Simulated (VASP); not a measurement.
# Nb (I4/mmm) in VASP: further runs

Runs on Nb. Level: r2SCAN. Tasks: single point.

Everything below comes from runs of VASP 6.6.1. Logs are shortened: lines on timing, memory, paths and dates and some standing lists are left out, and cuts for length are marked.

## Step 1: The cell of the first run

The structure is tetragonal, space group I4/mmm (No. 139). The conventional cell has a = 2.991 Å, b = 2.991 Å, c = 4.441 Å, α = 90.00°, β = 90.00°, γ = 90.00°. Within 3.9 Å of Nb (site symmetry 4/mmm) lie 12 Nb at 2.99 to 3.07 Å.

## Step 2: Single point, r2SCAN (strain +0.000 along x and y, +0.050 along z)

File POSCAR:

```
Nb
1.0
    0.0000000000      2.1150000000      2.2207500000
    2.1150000000      0.0000000000      2.2207500000
    2.1150000000      2.1150000000      0.0000000000
Nb
1
Direct
    0.0000000000      0.0000000000      0.0000000000
```

File INCAR.step1:

```
PREC = Accurate
ENCUT = 520
ISMEAR = 0
SIGMA = 0.15
LREAL = F
LASPH = T
NELM = 100
NBANDS = 12
GGA = PE
ALGO = Normal
EDIFF = 1E-4
LWAVE = T
LCHARG = F
```

File INCAR.step2:

```
PREC = Accurate
ENCUT = 520
EDIFF = 1E-7
ISMEAR = 0
SIGMA = 0.15
LREAL = F
LASPH = T
NELM = 100
ALGO = Normal
ISIF = 2
LWAVE = F
LCHARG = F
METAGGA = R2SCAN
LMIXTAU = T
NBANDS = 12
ISTART = 1
```

File KPOINTS:

```
Automatic mesh
0
Gamma
  20 20 20
```

Potentials or basis: VASP PAW PBE potentials, release 64 (Nb_sv).

Run with:

```sh
$ cat potpaw_PBE.64/Nb_sv/POTCAR > POTCAR
$ cp INCAR.step1 INCAR
$ mpirun -np 1 vasp_std > vasp.out
$ cp INCAR.step2 INCAR
$ mpirun -np 1 vasp_std > vasp.out
```

OUTCAR:

```text
PREC = Accurate
   ENCUT = 520
   EDIFF = 1E-7
   ISMEAR = 0
   LREAL = F
   LASPH = T
   NELM = 100
   ISIF = 2
   METAGGA = R2SCAN
   ISTART = 1

 ion  position               nearest neighbor table
   1  0.000  0.000  0.000-

  LATTYP: Found a body centered tetragonal cell.
 ALAT       =     2.9910616844
 C/A-ratio  =     1.4849242405

  Lattice vectors:

 A1 = (  -2.1150000000,   0.0000000000,   2.2207500000)
 A2 = (   2.1150000000,   0.0000000000,   2.2207500000)
 A3 = (   0.0000000000,   2.1150000000,  -2.2207500000)

Analysis of symmetry for initial positions (statically):
=====================================================================
 Subroutine PRICEL returns:
 Original cell was already a primitive cell.

 Routine SETGRP: Setting up the symmetry group for a
 body centered tetragonal supercell.

 Subroutine GETGRP returns: Found 16 space group operations
 (whereof 16 operations were pure point group operations)
 out of a pool of 16 trial point group operations.

The static configuration has the point symmetry D_4h.

Analysis of symmetry for dynamics (positions and initial velocities):
=====================================================================
 Subroutine PRICEL returns:
 Original cell was already a primitive cell.

 Routine SETGRP: Setting up the symmetry group for a
 body centered tetragonal supercell.

 Subroutine GETGRP returns: Found 16 space group operations
 (whereof 16 operations were pure point group operations)
 out of a pool of 16 trial point group operations.

The dynamic configuration has the point symmetry D_4h.

 Subroutine INISYM returns: Found 16 space group operations
 (whereof 16 operations are pure point group operations),
 and found     1 'primitive' translations

----------------------------------------------------------------------------------------

                                     Primitive cell

  volume of cell :      19.8678

  direct lattice vectors                    reciprocal lattice vectors
     0.000000000  2.115000000  2.220750000    -0.236406619  0.236406619  0.225149161
     2.115000000  0.000000000  2.220750000     0.236406619 -0.236406619  0.225149161
     2.115000000  2.115000000  0.000000000     0.236406619  0.236406619 -0.225149161

  length of vectors
     3.066750000  3.066750000  2.991061684     0.403073597  0.403073597  0.403073597

  position of ions in fractional coordinates (direct lattice)
     0.000000000  0.000000000  0.000000000

  ion indices of the primitive-cell ions
[... 75 lines left out ...]
   LREAL  =      F    real-space projection
   EDIFFG = 0.1E-05   stopping-criterion for IOM
   NSW    =      0    number of steps for IOM
   IBRION =     -1    ionic relax: 0-MD 1-quasi-New 2-CG
   NFREE  =      0    steps in history (QN), initial steepest desc. (CG)
   ISIF   =      2    stress and relaxation
   ISYM   =      2    0-nonsym 1-usesym 2-fastsym
   POTIM  = 0.5000    time-step for ionic-motion
   TEBEG  =    0.0;   TEEND  =   0.0 temperature during run
   PSTRESS=    0.0 pullay stress
   NELECT =      13.0000    total number of electrons
   NUPDOWN=      -1.0000    fix difference up-down
   EMIN   =  10.00;   EMAX   =-10.00  energy-range for DOS
   EFERMI =   0.00;   METHOD = LEGACY
   ISMEAR =     0;   SIGMA  =   0.15  broadening in eV -4-tet -1-fermi 0-gaus
   EFERMI_NEDOS =   21; number of points for ismear=-14 and -15
   IALGO  =     38    algorithm
   IMIX   =      4    mixing-type and parameters
     AMIX     =   0.40;   BMIX     =  1.00
     AMIX_MAG =   1.60;   BMIX_MAG =  1.00
  volume/ion in A,a.u.               =      19.87       134.07
  Fermi-wavevector in a.u.,A,eV,Ry     =   1.421257  2.685785 27.483363  2.019970
  Thomas-Fermi vector in A             =   2.542085
   LORBIT       =      0    0 simple, 1 ext, 2 COOP (PROOUT), +10 PAW based schemes
   METAGGA = R2SCAN    functional components
   LHFCALC =     F    Hartree Fock is set to
   AEXX    =    0.0000 exact exchange contribution
   IVDW    =     0    specifies the selected vdW correction
   LEPSILON=     F    determine dielectric tensor
   LRPA    =     F    only Hartree local field effects (RPA)
 non-spin polarized calculation
 Gauss-broadening in eV      SIGMA  =   0.15
  energy-cutoff  :      520.00
  volume of cell :       19.87
 maximum number of plane-waves:       548
   NGX = 11   NGY = 11   NGZ = 11

 number of electron      12.9999999 magnetization

 Free energy of the ion-electron system (eV)
  ---------------------------------------------------
  ext. energy  EPLUGINS =         0.00000000
  ---------------------------------------------------
  free energy    TOTEN  =       -24.50287394 eV

  energy without entropy =      -24.48639564  energy(sigma->0) =      -24.49463479

 E-fermi :  10.1661     XC(G=0): -13.0594

 val. band max:       10.1650641602   @ k =   0.4000   0.0500   0.2000
 cond. band min:      10.1695854126   @ k =  -0.4500   0.0500   0.1000
 fundamental gap:      0.0045212523
 Fermi energy:        10.1661471321

 k-point     1 :       0.0000    0.0000    0.0000
  band No.  band energies     occupation
      1     -46.5139      2.00000
      2     -21.2601      2.00000
      3     -21.2396      2.00000
      4     -21.2396      2.00000
      5       3.7241      2.00000
      6       9.9559      1.95260
      7      10.5842      0.00008
      8      10.5842      0.00008
      9      12.5546      0.00000
     10      13.3675      0.00000
     11      22.4026      0.00000
     12      26.3931      0.00000
[... 331 lines left out ...]
 k-point    24 :      -0.3500    0.0500    0.0000
  band No.  band energies     occupation
      1     -46.3706      2.00000
      2     -22.1434      2.00000
      3     -21.4218      2.00000
      4     -21.3182      2.00000
      5       6.3739      2.00000
      6      10.0392      1.76872
      7      10.1137      1.37914
      8      10.8196      0.00000
      9      13.7300      0.00000
     10      14.4727      0.00000
     11      21.3536      0.00000
     12      23.7660      0.00000

 [... further k-points ...]
[... 5 lines left out ...]
  --------------------------------------------------------------------------------------
  -------------------------------------------------------------------------------------
  Total       -1.5995132     -1.5995132     -0.4649990      0.0000000      0.0000000      0.0000000
  in kB     -128.9876105   -128.9876105    -37.4983568      0.0000000      0.0000000      0.0000000
  external PRESSURE =     -98.4911926 kB  Pullay stress =       0.0000000 kB

 VOLUME and BASIS-vectors are now :
 -----------------------------------------------------------------------------
  energy-cutoff  :      520.00
  volume of cell :       19.87
      direct lattice vectors                 reciprocal lattice vectors
     0.000000000  2.115000000  2.220750000    -0.236406619  0.236406619  0.225149161
     2.115000000  0.000000000  2.220750000     0.236406619 -0.236406619  0.225149161
     2.115000000  2.115000000  0.000000000     0.236406619  0.236406619 -0.225149161

 POSITION                                       TOTAL-FORCE (eV/Angst)
 -----------------------------------------------------------------------------------
      0.00000      0.00000      0.00000        -0.000000      0.000000     -0.000000
 -----------------------------------------------------------------------------------
    total drift:                                0.000000     -0.000000     -0.000000

  FREE ENERGIE OF THE ION-ELECTRON SYSTEM (eV)
  ---------------------------------------------------
  free  energy   TOTEN  =       -24.5028739443 eV

  energy  without entropy=      -24.4863956440  energy(sigma->0) =      -24.49463479
```

OSZICAR.step1:

```text
N       E                     dE             d eps       ncg     rms          rms(c)
DAV:   1     0.115630326748E+03    0.11563E+03   -0.71998E+03 15416   0.106E+03
DAV:   2    -0.549265190243E+01   -0.12112E+03   -0.11691E+03 16548   0.384E+02
DAV:   3    -0.100979811111E+02   -0.46053E+01   -0.43861E+01 22372   0.647E+01
DAV:   4    -0.103977682184E+02   -0.29979E+00   -0.29736E+00 21852   0.152E+01
DAV:   5    -0.104095867998E+02   -0.11819E-01   -0.11810E-01 22816   0.242E+00    0.619E+00
DAV:   6    -0.994175963690E+01    0.46783E+00   -0.73775E-01 24652   0.104E+01    0.216E+00
DAV:   7    -0.988608190098E+01    0.55678E-01   -0.20937E-01 25388   0.549E+00    0.101E+00
DAV:   8    -0.988999768768E+01   -0.39158E-02   -0.12615E-02 18556   0.146E+00    0.552E-02
DAV:   9    -0.989002073837E+01   -0.23051E-04   -0.92620E-04 26248   0.347E-01
   1 F= -.98900207E+01 E0= -.98812890E+01  d E =-.174635E-01
```

Wall time 21 min (1 thread of AMD EPYC 7R43 (Zen 3), shared host); peak memory 0.22 GiB.

What came out:

```
Free energy : -24.5029 eV
Pressure    : -9.8 GPa
```

Levels at points of the mesh, in eV from the Fermi level:
```csv
k point,band 4,band 5,band 6,band 7,band 8,band 9
"(0.00, 0.00, 0.00)",-31.41,-6.44,-0.21,0.42,0.42,2.39
"(0.50, 0.00, 0.00)",-31.51,-3.81,-0.23,0.41,1.08,4.47
"(0.50, 0.50, 0.00)",-31.72,-3.91,-3.18,2.74,4.72,5.06
"(0.50, 0.00, 0.50)",-31.77,-3.89,-3.22,3.62,4.58,4.80
```

Caveat: the cell differs from its parent crystal (strain +0.000 along x and y, +0.050 along z); the PAW data sets were made with another functional, which shifts forces and pressure a little.

(Continued in part 2 of 2.)
